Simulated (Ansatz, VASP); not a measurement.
## Two plane-wave programs on HgTe

The input INCAR:

```
SYSTEM = HgTe
  PREC = Accurate
  ENCUT = 520
  EDIFF = 1E-6
  ISMEAR = 0
  SIGMA = 0.15
  LREAL = .False.
  LASPH = .True.
  NELM = 80
  ALGO = Normal
  ISIF = 2
  LWAVE = .False.
  LCHARG = .False.
  GGA = PE
  NBANDS = 16
```

File KPOINTS:

```
regular mesh
0
Gamma
  14 14 14
  0 0 0
```

Contents of POSCAR:

```
HgTe
1.0
    0.0000000000      3.2235000000      3.2235000000
    3.2235000000      0.0000000000      3.2235000000
    3.2235000000      3.2235000000      0.0000000000
Hg Te
1 1
Direct
   -0.0078359157     -0.0078359157     -0.0078359157
    0.7500000000      0.7500000000      0.7500000000
```

Input for Ansatz:

```yaml
crystal:
  lattice:
    - [0.0, 3.2235, 3.2235]
    - [3.2235, 0.0, 3.2235]
    - [3.2235, 3.2235, 0.0]
  atoms:
    - { symbol: Hg, position: [-0.0078359157, -0.0078359157, -0.0078359157] }
    - { symbol: Te, position: [0.75, 0.75, 0.75] }
basis:
  ecutwfc: 420
kpoints:
  mp_grid: { grid: [14, 14, 14] }
hamiltonian:
  xc: pbe
scf:
  occupations: { method: gaussian, width: 0.15 }
output:
  forces: true
  stress: true
  eigenvalues: true
```

Change from the starting cell: all Hg atoms moved +0.087 Å, as atom 1 towards its neighbour atom 2 (Te) at 2.792 Å.

Alike in both runs: task single point; functional PBE; k mesh 14 × 14 × 14; occupations gaussian, width 0.15 eV; no spin polarisation.

|  | VASP | Ansatz |
| --- | --- | --- |
| version | VASP 6.6.1 | Ansatz 0.2.0 |
| potentials or method | VASP PAW PBE potentials, release 64 (Hg, Te), cutoff 520 eV | scalar-relativistic, plane waves, PAW |
| valence electrons in the cell | 18 | 36 |

```csv
,VASP,Ansatz,Ansatz less VASP
gap on the k mesh at the Fermi level (eV),none,none,-
pressure (GPa),4.3,4.2,-0.08
"traceless stress, the component that is largest in VASP (GPa)",0.96,0.94,-0.018
rms of the force components (eV/Å),0.260,0.255,-0.0055
```

Atom by atom the forces differ by 0.006 eV/Å (rms over components). A gap of «none» marks a metal or a gap that the smearing closes. The functional is the same, so the differences come from potentials, cutoffs and numerics. VASP's potentials hold 18 valence electrons a cell and Ansatz's 36, so a difference there can come from the potentials and not from the codes.

Spin-orbit coupling is off throughout.
